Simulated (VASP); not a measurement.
# HfN (I4/mmm) in VASP: further runs

HfN is run at these levels: PBEsol; tasks: single point.

Program: VASP 6.6.1. These are calculated values, not measurements. Logs are shortened: lines on timing, memory, paths and dates and some standing lists are left out, and cuts for length are marked.

### 1 The cell of the first run

The structure is tetragonal, space group I4/mmm (No. 139). The conventional cell has a = 3.322 Å, b = 3.322 Å, c = 4.879 Å, α = 90.00°, β = 90.00°, γ = 90.00°. Within 3.1 Å of Hf (site symmetry 4/mmm) lie 6 N at 2.35 to 2.44 Å. Within 3.1 Å of N (site symmetry 4/mmm) lie 6 Hf at 2.35 to 2.44 Å.

### 2 Single point, PBEsol (strain +0.040 along x and y, +0.080 along z)

File INCAR:

```
SYSTEM = HfN
ALGO     = Normal         ! electronic algorithm
EDIFF    = 1E-6           ! SCF threshold, eV
ENCUT    = 520            ! plane-wave cutoff, eV
GGA      = PS             ! functional
ISIF     = 2              ! what is computed and relaxed
ISMEAR   = 0              ! smearing method
LASPH    = .TRUE.         ! aspherical terms in the spheres
LCHARG   = .TRUE.         ! write CHGCAR
LELF     = .TRUE.         ! ELF
LREAL    = .FALSE.        ! projectors in reciprocal space
LVHAR    = .TRUE.       
LWAVE    = .FALSE.        ! write WAVECAR
NBANDS   = 14             ! bands
NELM     = 80             ! most SCF steps
PREC     = Accurate       ! precision mode
SIGMA    = 0.15           ! smearing width, eV
```

File KPOINTS:

```
k-points
0
G
  18 18 18
  0 0 0
```

File POSCAR:

```
HfN
1.0
    0.0000000000      2.3493600000      2.4397200000
    2.3493600000      0.0000000000      2.4397200000
    2.3493600000      2.3493600000      0.0000000000
Hf N
1 1
Direct
    0.0000000000      0.0000000000      0.0000000000
    0.5000000000      0.5000000000      0.5000000000
```

Potentials or basis: VASP PAW PBE potentials, release 64 (Hf_pv, N).

The run is started by

```sh
$ cat potpaw_PBE.64/Hf_pv/POTCAR potpaw_PBE.64/N/POTCAR > POTCAR
$ mpirun -np 1 vasp_std > vasp.out
```

OUTCAR:

```text
SYSTEM = HfN
   EDIFF = 1E-6
   ENCUT = 520
   GGA = PS
   ISIF = 2
   ISMEAR = 0
   LASPH = .TRUE.
   LREAL = .FALSE.
   NELM = 80
   PREC = Accurate

 ion  position               nearest neighbor table
   1  0.000  0.000  0.000-   2 2.35   2 2.35   2 2.35   2 2.35   2 2.44   2 2.44
   2  0.500  0.500  0.500-   1 2.35   1 2.35   1 2.35   1 2.35   1 2.44   1 2.44

  LATTYP: Found a body centered tetragonal cell.
 ALAT       =     3.3224967749
 C/A-ratio  =     1.4686063917

  Lattice vectors:

 A1 = (  -2.3493600000,   0.0000000000,   2.4397200000)
 A2 = (   2.3493600000,   0.0000000000,   2.4397200000)
 A3 = (   0.0000000000,   2.3493600000,  -2.4397200000)

Analysis of symmetry for initial positions (statically):
=====================================================================
 Subroutine PRICEL returns:
 Original cell was already a primitive cell.

 Routine SETGRP: Setting up the symmetry group for a
 body centered tetragonal supercell.

 Subroutine GETGRP returns: Found 16 space group operations
 (whereof 16 operations were pure point group operations)
 out of a pool of 16 trial point group operations.

The static configuration has the point symmetry D_4h.

Analysis of symmetry for dynamics (positions and initial velocities):
=====================================================================
 Subroutine PRICEL returns:
 Original cell was already a primitive cell.

 Routine SETGRP: Setting up the symmetry group for a
 body centered tetragonal supercell.

 Subroutine GETGRP returns: Found 16 space group operations
 (whereof 16 operations were pure point group operations)
 out of a pool of 16 trial point group operations.

The dynamic configuration has the point symmetry D_4h.

 Subroutine INISYM returns: Found 16 space group operations
 (whereof 16 operations are pure point group operations),
 and found     1 'primitive' translations

----------------------------------------------------------------------------------------

                                     Primitive cell

  volume of cell :      26.9320

  direct lattice vectors                    reciprocal lattice vectors
     0.000000000  2.349360000  2.439720000    -0.212823918  0.212823918  0.204941551
     2.349360000  0.000000000  2.439720000     0.212823918 -0.212823918  0.204941551
     2.349360000  2.349360000  0.000000000     0.212823918  0.212823918 -0.204941551

  length of vectors
     3.386993665  3.386993665  3.322496775     0.364127834  0.364127834  0.364127834

  position of ions in fractional coordinates (direct lattice)
     0.000000000  0.000000000  0.000000000
     0.500000000  0.500000000  0.500000000

  ion indices of the primitive-cell ions
   primitive index   ion index
                 1           1
                 2           2

----------------------------------------------------------------------------------------

 KPOINTS: k-points

Automatic generation of k-mesh.
 Grid dimensions read from file:
 generate k-points for:   18   18   18

 Generating k-lattice:

  Cartesian coordinates                     Fractional coordinates (reciprocal lattice)
    -0.011823551  0.011823551  0.011385642     0.055555556  0.000000000  0.000000000
     0.011823551 -0.011823551  0.011385642     0.000000000  0.055555556  0.000000000
     0.011823551  0.011823551 -0.011385642    -0.000000000 -0.000000000  0.055555556

  Length of vectors
     0.020229324  0.020229324  0.020229324

  Shift w.r.t. Gamma in fractional coordinates (k-lattice)
     0.000000000  0.000000000  0.000000000

 Subroutine IBZKPT returns following result:
 ===========================================

 Found    480 irreducible k-points:

 Following reciprocal coordinates:
            Coordinates               Weight
  0.000000  0.000000  0.000000      1.000000
  0.055556  0.000000  0.000000      8.000000
  0.111111  0.000000  0.000000      8.000000
  0.166667  0.000000  0.000000      8.000000
  0.222222  0.000000  0.000000      8.000000
  0.277778  0.000000  0.000000      8.000000
[... 16 lines left out ...]
 -0.277778  0.055556  0.000000      8.000000
 -0.222222  0.055556  0.000000      8.000000
 [... further k-points ...]
   k-points           NKPTS =    480   k-points in BZ     NKDIM =    480   number of bands    NBANDS=     14
   number of dos      NEDOS =    301   number of ions     NIONS =      2
   total plane-waves  NPLWV =  21952
   dimension x,y,z NGX =    28 NGY =   28 NGZ =   28
   dimension x,y,z NGXF=    56 NGYF=   56 NGZF=   56
   ions per type =               1   1
   NGX,Y,Z   is equivalent  to a cutoff of  13.74, 13.74, 14.01 a.u.
   NGXF,Y,Z  is equivalent  to a cutoff of  27.49, 27.49, 28.02 a.u.
 SYSTEM =  HfN
   PREC   = accura    normal or accurate (medium, high low for compatibility)
   ISTART =      0    job   : 0-new  1-cont  2-samecut
   ICHARG =      2    charge: 1-file 2-atom 10-const
   ISPIN  =      1    spin polarized calculation?
   LNONCOLLINEAR =      F non collinear calculations
   LSORBIT =      F    spin-orbit coupling
   LASPH  =      T    aspherical Exc in radial PAW
   ENCUT  =  520.0 eV  38.22 Ry    6.18 a.u.   6.30  6.30  6.18*2*pi/ulx,y,z
   NELM   =     80;   NELMIN=  2; NELMDL= -5     # of ELM steps
   EDIFF  = 0.1E-05   stopping-criterion for ELM
   LREAL  =      F    real-space projection
   EDIFFG = 0.1E-04   stopping-criterion for IOM
   NSW    =      0    number of steps for IOM
   IBRION =     -1    ionic relax: 0-MD 1-quasi-New 2-CG
   NFREE  =      0    steps in history (QN), initial steepest desc. (CG)
   ISIF   =      2    stress and relaxation
   ISYM   =      2    0-nonsym 1-usesym 2-fastsym
   POTIM  = 0.5000    time-step for ionic-motion
   TEBEG  =    0.0;   TEEND  =   0.0 temperature during run
   PSTRESS=    0.0 pullay stress
   NELECT =      15.0000    total number of electrons
   NUPDOWN=      -1.0000    fix difference up-down
   EMIN   =  10.00;   EMAX   =-10.00  energy-range for DOS
   EFERMI =   0.00;   METHOD = LEGACY
   ISMEAR =     0;   SIGMA  =   0.15  broadening in eV -4-tet -1-fermi 0-gaus
   EFERMI_NEDOS =   21; number of points for ismear=-14 and -15
   IALGO  =     38    algorithm
   IMIX   =      4    mixing-type and parameters
     AMIX     =   0.40;   BMIX     =  1.00
     AMIX_MAG =   1.60;   BMIX_MAG =  1.00
  volume/ion in A,a.u.               =      13.47        90.87
  Fermi-wavevector in a.u.,A,eV,Ry     =   1.346942  2.545351 24.684405  1.814253
  Thomas-Fermi vector in A             =   2.474733
   LORBIT       =      0    0 simple, 1 ext, 2 COOP (PROOUT), +10 PAW based schemes
   GGA     = PS    functional components
   LHFCALC =     F    Hartree Fock is set to
   AEXX    =    0.0000 exact exchange contribution
   IVDW    =     0    specifies the selected vdW correction
   LEPSILON=     F    determine dielectric tensor
   LRPA    =     F    only Hartree local field effects (RPA)
 non-spin polarized calculation
 Gauss-broadening in eV      SIGMA  =   0.15
  energy-cutoff  :      520.00
  volume of cell :       26.93
 maximum number of plane-waves:       737
 NGX is ok and might be reduce to    28
   NGX = 13   NGY = 13   NGZ = 13

 number of electron      14.9999999 magnetization

 Free energy of the ion-electron system (eV)
  ---------------------------------------------------
  ext. energy  EPLUGINS =         0.00000000
  ---------------------------------------------------
  free energy    TOTEN  =       -22.43998563 eV

  energy without entropy =      -22.43175848  energy(sigma->0) =      -22.43587205

 E-fermi :   6.8519     XC(G=0): -12.0977

 val. band max:        6.8471899638   @ k =   0.3333   0.1667   0.1111
 cond. band min:       6.8564363711   @ k =  -0.4444   0.2778   0.0556
 fundamental gap:      0.0092464073
 Fermi energy:         6.8518620538

 k-point     1 :       0.0000    0.0000    0.0000
  band No.  band energies     occupation
      1     -24.8192      2.00000
      2     -24.7605      2.00000
      3     -24.7605      2.00000
      4      -9.6542      2.00000
      5       4.0261      2.00000
      6       4.1168      2.00000
      7       4.1168      2.00000
      8       6.3358      2.00000
      9       6.6945      1.86213
     10       6.6945      1.86213
     11       7.0684      0.04121
     12       8.5067      0.00000
     13       8.6862      0.00000
     14      16.0592      0.00000

 k-point     2 :       0.0556    0.0000    0.0000
  band No.  band energies     occupation
      1     -24.8264      2.00000
      2     -24.7725      2.00000
      3     -24.7617      2.00000
      4      -9.6020      2.00000
      5       3.7464      2.00000
      6       3.9127      2.00000
      7       3.9646      2.00000
      8       6.4376      1.99991
      9       6.7518      1.65434
     10       6.7752      1.53008
     11       7.3339      0.00001
     12       8.7047      0.00000
     13       8.8885      0.00000
     14      16.2591      0.00000

 k-point     3 :       0.1111    0.0000    0.0000
  band No.  band energies     occupation
      1     -24.8578      2.00000
      2     -24.7960      2.00000
      3     -24.7650      2.00000
      4      -9.4503      2.00000
      5       3.0298      2.00000
      6       3.5222      2.00000
      7       3.5882      2.00000
      8       6.6486      1.94463
      9       6.8885      0.72945
     10       6.9956      0.17539
     11       7.9887      0.00000
     12       9.2349      0.00000
     13       9.4308      0.00000
     14      16.8191      0.00000
[... 324 lines left out ...]
 k-point    23 :      -0.2778    0.0556    0.0000
  band No.  band energies     occupation
      1     -25.1319      2.00000
      2     -24.8650      2.00000
      3     -24.7788      2.00000
      4      -8.4101      2.00000
      5       0.2662      2.00000
      6       1.9831      2.00000
      7       2.1516      2.00000
      8       7.5068      0.00000
      9       8.2295      0.00000
     10       8.9063      0.00000
     11       9.9896      0.00000
     12      12.0075      0.00000
     13      12.7334      0.00000
     14      18.0688      0.00000

 k-point    24 :      -0.2222    0.0556    0.0000
  band No.  band energies     occupation
      1     -25.0424      2.00000
      2     -24.8540      2.00000
      3     -24.7718      2.00000
      4      -8.7451      2.00000
      5       0.9861      2.00000
      6       2.3397      2.00000
      7       2.5451      2.00000
      8       7.1682      0.00286
      9       7.7343      0.00000
     10       8.2948      0.00000
     11       9.2282      0.00000
     12      11.3418      0.00000
     13      11.8654      0.00000
     14      18.3895      0.00000

 [... further k-points ...]

------------------------ aborting loop because EDIFF is reached ----------------------------------------

  FORCE on cell =-STRESS in cart. coord.  units (eV):
  Direction    XX          YY          ZZ          XY          YZ          ZX
  --------------------------------------------------------------------------------------
  -------------------------------------------------------------------------------------
  Total       -5.3734114     -5.3734114     -6.4739425      0.0000000     -0.0000000     -0.0000000
  in kB     -319.6623949   -319.6623949   -385.1326117      0.0000000     -0.0000000     -0.0000000
  external PRESSURE =    -341.4858005 kB  Pullay stress =       0.0000000 kB

 VOLUME and BASIS-vectors are now :
 -----------------------------------------------------------------------------
  energy-cutoff  :      520.00
  volume of cell :       26.93
      direct lattice vectors                 reciprocal lattice vectors
     0.000000000  2.349360000  2.439720000    -0.212823918  0.212823918  0.204941551
     2.349360000  0.000000000  2.439720000     0.212823918 -0.212823918  0.204941551
     2.349360000  2.349360000  0.000000000     0.212823918  0.212823918 -0.204941551

 POSITION                                       TOTAL-FORCE (eV/Angst)
 -----------------------------------------------------------------------------------
      0.00000      0.00000      0.00000        -0.000000     -0.000000     -0.000000
      2.34936      2.34936      2.43972         0.000000      0.000000      0.000000
 -----------------------------------------------------------------------------------
    total drift:                                0.000000      0.000000      0.000000

  FREE ENERGIE OF THE ION-ELECTRON SYSTEM (eV)
  ---------------------------------------------------
  free  energy   TOTEN  =       -22.4399856275 eV

  energy  without entropy=      -22.4317584771  energy(sigma->0) =      -22.43587205
```

Run time: 5.2 min. Hardware: 1 thread of Intel Xeon 8259CL, shared host; peak memory 0.32 GiB.

Results:

| Property | Result |
| --- | --- |
| Free energy | -22.4400 eV |
| Pressure | -34.1 GPa |
| Band gap on the k mesh | zero (an odd number of electrons rules out a gap without spin polarisation) |

Stress tensor (GPa, compression positive):
```
-31.97   0.00   0.00
  0.00 -31.97   0.00
  0.00   0.00 -38.51
```

Caveat: the cell differs from its parent crystal (strain +0.040 along x and y, +0.080 along z); the stress differs along the axes, from -39 to -32 GPa; the PAW data sets were made with another functional, which shifts forces and pressure a little; spin-orbit coupling is left out, which moves the levels of the heavy elements.

### 3 Single point, PBEsol (strain -0.080 along x and y, -0.040 along z)

File INCAR:

```
PREC = Accurate
ENCUT = 520
EDIFF = 1E-6
ISMEAR = 0
SIGMA = 0.15
LREAL = False
LASPH = True
NELM = 60
ALGO = Normal
ISIF = 2
LWAVE = False
LCHARG = False
GGA = PS
NBANDS = 14
```

File KPOINTS:

```
Automatic mesh
0
Gamma
  18 18 18
```

File POSCAR:

```
HfN
1.0
    0.0000000000      2.0782800000      2.1686400000
    2.0782800000      0.0000000000      2.1686400000
    2.0782800000      2.0782800000      0.0000000000
Hf N
1 1
Direct
    0.0000000000      0.0000000000      0.0000000000
    0.5000000000      0.5000000000      0.5000000000
```

Potentials or basis: VASP PAW PBE potentials, release 64 (Hf_pv, N).

The run is started by

```sh
$ cat potpaw_PBE.64/Hf_pv/POTCAR potpaw_PBE.64/N/POTCAR > POTCAR
$ mpirun -np 1 vasp_std > vasp.out
```

Run time: 2.3 min. Hardware: 1 thread of Intel Xeon 8259CL, shared host; peak memory 0.25 GiB.

It converged, with:

* Free energy: -22.0565 eV
* Pressure: 85.1 GPa
* Band gap on the k mesh: zero (an odd number of electrons rules out a gap without spin polarisation)

Stress tensor (GPa, compression positive):
```
101.18   0.00   0.00
  0.00 101.18   0.00
  0.00   0.00  52.82
```

Levels at points of the mesh, in eV from the Fermi level:
| k point | band 5 | band 6 | band 7 | band 8 | band 9 | band 10 | band 11 | band 12 |
| --- | --- | --- | --- | --- | --- | --- | --- | --- |
| (0.00, 0.00, 0.00) | -3.43 | -3.04 | -3.04 | -0.94 | -0.32 | -0.32 | 1.67 | 2.87 |
| (0.50, 0.00, 0.00) | -10.15 | -7.36 | -7.29 | 4.34 | 4.71 | 5.11 | 5.60 | 10.88 |
| (0.50, 0.50, 0.00) | -5.47 | -4.81 | -3.45 | -3.45 | 5.31 | 7.32 | 7.32 | 8.42 |
| (0.50, 0.00, 0.50) | -4.94 | -4.82 | -3.91 | -3.46 | 5.15 | 6.87 | 7.74 | 8.64 |

Caveat: the cell differs from its parent crystal (strain -0.080 along x and y, -0.040 along z); the stress differs along the axes, from 53 to 101 GPa; the PAW data sets were made with another functional, which shifts forces and pressure a little; spin-orbit coupling is left out, which moves the levels of the heavy elements.

### 4 Single point, PBEsol (strain -0.080 along x and y, +0.000 along z)

File INCAR:

```
PREC     = Accurate       # precision mode
ENCUT    = 520            # plane-wave cutoff, eV
EDIFF    = 1E-6           # SCF threshold, eV
ISMEAR   = 0              # smearing method
SIGMA    = 0.15           # smearing width, eV
LREAL    = F              # projectors in reciprocal space
LASPH    = T              # aspherical terms in the spheres
NELM     = 100            # most SCF steps
ALGO     = Normal         # electronic algorithm
ISIF     = 2              # what is computed and relaxed
LWAVE    = F              # write WAVECAR
LCHARG   = T              # write CHGCAR
GGA      = PS             # functional
LELF     = T              # ELF
LVHAR    = T            
NBANDS   = 14             # bands
```

File KPOINTS:

```
regular mesh
0
Gamma
  18 18 18
```

File POSCAR:

```
HfN
1.0
    0.0000000000      2.0782800000      2.2590000000
    2.0782800000      0.0000000000      2.2590000000
    2.0782800000      2.0782800000      0.0000000000
Hf N
1 1
Direct
    0.0000000000      0.0000000000      0.0000000000
    0.5000000000      0.5000000000      0.5000000000
```

The run is started by

```sh
$ cat potpaw_PBE.64/Hf_pv/POTCAR potpaw_PBE.64/N/POTCAR > POTCAR
$ mpirun -np 1 vasp_std > vasp.out
```

Wall time 2.5 min (1 thread of Intel Xeon 8259CL, shared host); peak memory 0.26 GiB.

It converged, with:

* Free energy: -22.2142 eV
* Pressure: 66.4 GPa
* Band gap on the k mesh: zero (an odd number of electrons rules out a gap without spin polarisation)

Stress tensor (GPa, compression positive):
```
92.40  0.00  0.00
 0.00 92.40  0.00
 0.00  0.00 14.55
```

Levels at points of the mesh, in eV from the Fermi level:
```csv
k point,band 5,band 6,band 7,band 8,band 9,band 10,band 11,band 12
"(0.00, 0.00, 0.00)",-3.58,-2.94,-2.94,-1.25,-0.09,-0.09,0.56,3.09
"(0.50, 0.00, 0.00)",-9.93,-7.24,-7.10,4.13,4.37,5.09,5.24,9.43
"(0.50, 0.50, 0.00)",-5.91,-4.54,-3.36,-3.36,5.05,6.86,6.86,7.73
"(0.50, 0.00, 0.50)",-4.76,-4.74,-4.15,-3.40,4.49,6.01,7.71,8.47
```

Caveat: the cell differs from its parent crystal (strain -0.080 along x and y, +0.000 along z); the stress differs along the axes, from 15 to 92 GPa; the PAW data sets were made with another functional, which shifts forces and pressure a little; spin-orbit coupling is left out, which moves the levels of the heavy elements.

### 5 Overview

```csv
cell,gap on the mesh (eV),pressure (GPa)
"a = 3.387, b = 3.387, c = 3.322 Å, angles 60.6, 60.6, 58.7°, 2 atoms",none,-34.1
"a = 3.004, b = 3.004, c = 2.939 Å, angles 60.7, 60.7, 58.6°, 2 atoms",none,85.1
"a = 3.070, b = 3.070, c = 2.939 Å, angles 61.4, 61.4, 57.2°, 2 atoms",none,66.4
```

Alike in all rows: task single point; level PBEsol; potentials or basis VASP PAW PBE potentials, release 64 (Hf_pv, N); no spin polarisation; k mesh 18 × 18 × 18; cutoff (eV) 520; smearing gaussian 0.15 eV.

Caveats: the PAW data sets were made with another functional, which shifts forces and pressure a little; spin-orbit coupling is left out, which moves the levels of the heavy elements; the stress differs along the axes, from -39 to -32 GPa (at least some runs); the stress differs along the axes, from 53 to 101 GPa (at least some runs); the stress differs along the axes, from 15 to 92 GPa (at least some runs).

Absolute energies hang on the potentials; compare differences alone.
